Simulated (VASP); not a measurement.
Set up this calculation in VASP 6.6.1, as the native input.

* Task: relaxation of cell and atoms
* Functional: r2SCAN
* Potentials or basis: VASP PAW PBE potentials, release 64 (Te)
* Cutoff: 600 eV
* k mesh: 18 × 18 × 18
* Occupations: gaussian, width 0.1 eV
* Spin: no spin polarisation
* Dipole correction: no
* Further INCAR settings: ALGO = Normal; EDIFF = 1e-07; IBRION = 2; EDIFFG = -0.01; NSW = 100; ISIF = 3

Crystal: Te.

```
CELL_PARAMETERS angstrom
3.18855 0.00000 0.00000
0.00000 3.18855 0.00000
0.00000 0.00000 3.18855
ATOMIC_POSITIONS crystal
Te 0.00000 0.00000 0.00000
```

This isn't the form of Te at room conditions, which is trigonal, of chains.

The input as run:

POSCAR

```
Te
1.0
    3.1885452703      0.0000000000      0.0000000000
    0.0000000000      3.1885452703      0.0000000000
    0.0000000000      0.0000000000      3.1885452703
Te
1
Direct
    0.0000000000      0.0000000000      0.0000000000
```

INCAR.step1

```
SYSTEM = Te
ALGO = Normal ; EDIFF = 1E-4
ENCUT = 600 ; GGA = PE
ISMEAR = 0 ; LASPH = .True.
LCHARG = .False. ; LREAL = .False.
LWAVE = .True. ; NELM = 60
PREC = Accurate ; SIGMA = 0.1
```

INCAR.step2

```
SYSTEM = Te
ALGO = Normal ; EDIFF = 1E-7
EDIFFG = -0.01 ; ENCUT = 600
IBRION = 2 ; ISIF = 3
ISMEAR = 0 ; ISTART = 1
LASPH = .True. ; LCHARG = .False.
LMIXTAU = .True. ; LREAL = .False.
LWAVE = .False. ; METAGGA = R2SCAN
NELM = 60 ; NSW = 100
PREC = Accurate ; SIGMA = 0.1
```

KPOINTS

```
k-points
0
Gamma
  18 18 18
  0 0 0
```

Potentials or basis: VASP PAW PBE potentials, release 64 (Te).

Run with:

```sh
$ cat potpaw_PBE.64/Te/POTCAR > POTCAR
$ cp INCAR.step1 INCAR
$ mpirun -np 1 vasp_std > vasp.out
$ cp INCAR.step2 INCAR
$ mpirun -np 1 vasp_std > vasp.out
```

It gave:

```yaml
Pressure_after_relaxing: 0.0 GPa
Band_gap_on_the_k_mesh: zero (bands 3 and 4 overlap by 5.96 eV)
```

Caveat: the relaxation stopped at its first step, so nothing moved; the PAW data sets were made with another functional, which shifts forces and pressure a little; spin-orbit coupling is left out, which moves the levels of the heavy elements.

Wall time 84 s on 1 thread of Intel(R) Xeon(R) Platinum 8559C (Emerald Rapids) (shared host), peak memory 0.21 GiB.
